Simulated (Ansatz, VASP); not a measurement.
**Two plane-wave programs on Al3Sb2P**

```
CELL_PARAMETERS angstrom
1.70301 -10.97804 0.00000
1.70301 10.97804 0.00000
0.00000 0.00000 3.56391
ATOMIC_POSITIONS crystal
Al 0.50000 0.50000 0.50000
Al 0.29926 0.70074 0.00000
Al 0.70074 0.29926 0.00000
Sb 0.12603 0.87397 0.50000
Sb 0.87397 0.12603 0.50000
P 0.00000 0.00000 0.00000
```

Change from the starting cell: species swapped into the TlAg3Te2 type (Cmmm, No. 65).

Alike in both runs: functional PBE; k mesh 12 × 12 × 10; occupations gaussian, width 0.1 eV; no spin polarisation.

Ansatz relaxed the structure, and its values are those at the end. VASP's run is a single point on that final structure, the one shown.

|  | VASP | Ansatz |
| --- | --- | --- |
| version | VASP 6.6.1 | Ansatz 0.2.0 |
| potentials or method | VASP PAW PBE potentials, release 64 (Al, Sb, P), cutoff 520 eV | scalar-relativistic, plane waves, PAW |
| valence electrons in the cell | 24 | 44 |

```csv
,VASP,Ansatz,Ansatz less VASP
gap on the k mesh at the Fermi level (eV),none,none,-
pressure (GPa),0.0,0.0,+0.01
rms of the force components (eV/Å),0.007,0.001,-0.0062
```

A gap of «none» marks a metal or a gap that the smearing closes. The functional is the same, so the differences come from potentials, cutoffs and numerics. VASP's potentials hold 24 valence electrons a cell and Ansatz's 44, so a difference there can come from the potentials and not from the codes.

Spin-orbit coupling is off throughout.
